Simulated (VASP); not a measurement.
# HgTe (zincblende type) (F-43m) in VASP: a series of runs, part 2 of 2

VASP 6.6.1.

**4. Single point, PBEsol**

This run uses another cell than the first one, of 34.51 Å³/atom, 1.064 times its volume.

INCAR reads:

```
  PREC = Accurate
  ENCUT = 520
  EDIFF = 1E-6
  ISMEAR = -1
  SIGMA = 0.05
  LREAL = False
  LASPH = True
  NELM = 80
  ALGO = Normal
  ISIF = 2
  LWAVE = False
  LCHARG = True
  GGA = PS
  LELF = True
  LVHAR = True
  NBANDS = 16
```

KPOINTS reads:

```
Automatic mesh
0
Gamma
  12 12 12
```

POSCAR reads:

```
HgTe
1.0
    0.0000000000      3.2558580072      3.2558580072
    3.2558580072      0.0000000000      3.2558580072
    3.2558580072      3.2558580072      0.0000000000
Hg Te
1 1
Direct
    0.0000000000      0.0000000000      0.0000000000
    0.2500000000      0.2500000000      0.2500000000
```

Potentials or basis: VASP PAW PBE potentials, release 64 (Hg, Te).

Run with:

```bash
cat potpaw_PBE.64/Hg/POTCAR potpaw_PBE.64/Te/POTCAR > POTCAR
mpirun -np 1 vasp_std > vasp.out
```

OUTCAR:

```text
PREC = Accurate
   ENCUT = 520
   EDIFF = 1E-6
   ISMEAR = -1
   LREAL = False
   LASPH = True
   NELM = 80
   ISIF = 2
   GGA = PS

 ion  position               nearest neighbor table
   1  0.000  0.000  0.000-   2 2.82   2 2.82   2 2.82   2 2.82
   2  0.250  0.250  0.250-   1 2.82   1 2.82   1 2.82   1 2.82

  LATTYP: Found a face centered cubic cell.
 ALAT       =     6.5117160144

  Lattice vectors:

 A1 = (   0.0000000000,   3.2558580072,   3.2558580072)
 A2 = (   3.2558580072,   0.0000000000,   3.2558580072)
 A3 = (   3.2558580072,   3.2558580072,   0.0000000000)

Analysis of symmetry for initial positions (statically):
=====================================================================
 Subroutine PRICEL returns:
 Original cell was already a primitive cell.

 Routine SETGRP: Setting up the symmetry group for a
 face centered cubic supercell.

 Subroutine GETGRP returns: Found 24 space group operations
 (whereof 24 operations were pure point group operations)
 out of a pool of 48 trial point group operations.

The static configuration has the point symmetry T_d .

Analysis of symmetry for dynamics (positions and initial velocities):
=====================================================================
 Subroutine PRICEL returns:
 Original cell was already a primitive cell.

 Routine SETGRP: Setting up the symmetry group for a
 face centered cubic supercell.

 Subroutine GETGRP returns: Found 24 space group operations
 (whereof 24 operations were pure point group operations)
 out of a pool of 48 trial point group operations.

The dynamic configuration has the point symmetry T_d .

 Subroutine INISYM returns: Found 24 space group operations
 (whereof 24 operations are pure point group operations),
 and found     1 'primitive' translations

----------------------------------------------------------------------------------------
[... 110 lines left out ...]
   IALGO  =     38    algorithm
   IMIX   =      4    mixing-type and parameters
     AMIX     =   0.40;   BMIX     =  1.00
     AMIX_MAG =   1.60;   BMIX_MAG =  1.00
  volume/ion in A,a.u.               =      34.51       232.91
  Fermi-wavevector in a.u.,A,eV,Ry     =   1.045900  1.976465 14.883509  1.093907
  Thomas-Fermi vector in A             =   2.180715
   LORBIT       =      0    0 simple, 1 ext, 2 COOP (PROOUT), +10 PAW based schemes
   GGA     = PS    functional components
   LHFCALC =     F    Hartree Fock is set to
   AEXX    =    0.0000 exact exchange contribution
   IVDW    =     0    specifies the selected vdW correction
   LEPSILON=     F    determine dielectric tensor
   LRPA    =     F    only Hartree local field effects (RPA)
 non-spin polarized calculation
  energy-cutoff  :      520.00
  volume of cell :       69.03
 maximum number of plane-waves:      1880
 NGX is ok and might be reduce to    36
   NGX = 17   NGY = 17   NGZ = 17

 number of electron      18.0000002 magnetization

 Free energy of the ion-electron system (eV)
  ---------------------------------------------------
  ext. energy  EPLUGINS =         0.00000000
  ---------------------------------------------------
  free energy    TOTEN  =        -4.37744160 eV

  energy without entropy =       -4.37717466  energy(sigma->0) =       -4.37730813

 E-fermi :   2.8216     XC(G=0):  -8.8371

 val. band max:        2.7208630721   @ k =   0.0000   0.0000   0.0000
 cond. band min:       3.1098181058   @ k =   0.0833   0.0000   0.0000
 fundamental gap:      0.3889550337
 Fermi energy:         2.8215517703

 k-point     1 :       0.0000    0.0000    0.0000
  band No.  band energies     occupation
      1      -9.1460      2.00000
      2      -4.4967      2.00000
      3      -4.4967      2.00000
      4      -4.4967      2.00000
      5      -3.9873      2.00000
      6      -3.9873      2.00000
[... 433 lines left out ...]
      3      -4.3338      2.00000
      4      -4.0038      2.00000
      5      -3.9769      2.00000
      6      -3.6823      2.00000
[... 8 lines left out ...]
     15      11.9915      0.00000
     16      12.1760      0.00000

 [... further k-points ...]

------------------------ aborting loop because EDIFF is reached ----------------------------------------

  FORCE on cell =-STRESS in cart. coord.  units (eV):
  Direction    XX          YY          ZZ          XY          YZ          ZX
  --------------------------------------------------------------------------------------
  -------------------------------------------------------------------------------------
  Total        0.0272610      0.0272610      0.0272610      0.0000000     -0.0000000     -0.0000000
  in kB        0.6327410      0.6327410      0.6327410      0.0000000     -0.0000000     -0.0000000
  external PRESSURE =       0.6327410 kB  Pullay stress =       0.0000000 kB

 VOLUME and BASIS-vectors are now :
 -----------------------------------------------------------------------------
  energy-cutoff  :      520.00
  volume of cell :       69.03
      direct lattice vectors                 reciprocal lattice vectors
     0.000000000  3.255858007  3.255858007    -0.153569351  0.153569351  0.153569351
     3.255858007  0.000000000  3.255858007     0.153569351 -0.153569351  0.153569351
     3.255858007  3.255858007  0.000000000     0.153569351  0.153569351 -0.153569351

 POSITION                                       TOTAL-FORCE (eV/Angst)
 -----------------------------------------------------------------------------------
      0.00000      0.00000      0.00000         0.000000     -0.000000     -0.000000
      1.62793      1.62793      1.62793        -0.000000      0.000000      0.000000
 -----------------------------------------------------------------------------------
    total drift:                               -0.000000     -0.000000     -0.000000

  FREE ENERGIE OF THE ION-ELECTRON SYSTEM (eV)
  ---------------------------------------------------
  free  energy   TOTEN  =        -4.3774416025 eV

  energy  without entropy=       -4.3771746573  energy(sigma->0) =       -4.37730813
```

stdout:

```text
POSCAR found type information on POSCAR HgTe
 POSCAR found :  2 types and       2 ions
 scaLAPACK will be used
 -----------------------------------------------------------------------------
|                                                                             |
|                                                                             |
|     You enforced a specific xc type in the INCAR file but a different       |
|     I HOPE YOU KNOW WHAT YOU ARE DOING!                                     |
|                                                                             |
 -----------------------------------------------------------------------------

 LDA part: xc-table for (Slater+PW92), standard interpolation
 POSCAR, INCAR and KPOINTS ok, starting setup
 FFT: planning ... GRIDC
 FFT: planning ... GRID_SOFT
 FFT: planning ... GRID
 WAVECAR not read
 entering main loop
```

It took 34 s on 1 thread of Intel Xeon Platinum 8488C (Sapphire Rapids), shared host; peak memory 0.25 GiB.

Results:

| Quantity | Value |
| --- | --- |
| Free energy | -4.3774 eV |
| Pressure | 0.1 GPa |
| Band gap on the k mesh | zero (filled and empty bands touch) |

Levels at points of the mesh, in eV from the Fermi level:
```csv
k point,band 7,band 8,band 9,band 10,band 11,band 12
"(0.00, 0.00, 0.00)",-0.96,-0.10,-0.10,-0.10,4.12,4.12
"(0.50, 0.00, 0.00)",-5.49,-1.05,-1.05,0.54,4.90,4.90
"(0.50, 0.50, 0.00)",-5.45,-2.30,-2.30,1.75,2.34,7.92
```

Caveat: the PAW data sets were made with another functional, which shifts forces and pressure a little; spin-orbit coupling is left out, which moves the levels of the heavy elements.
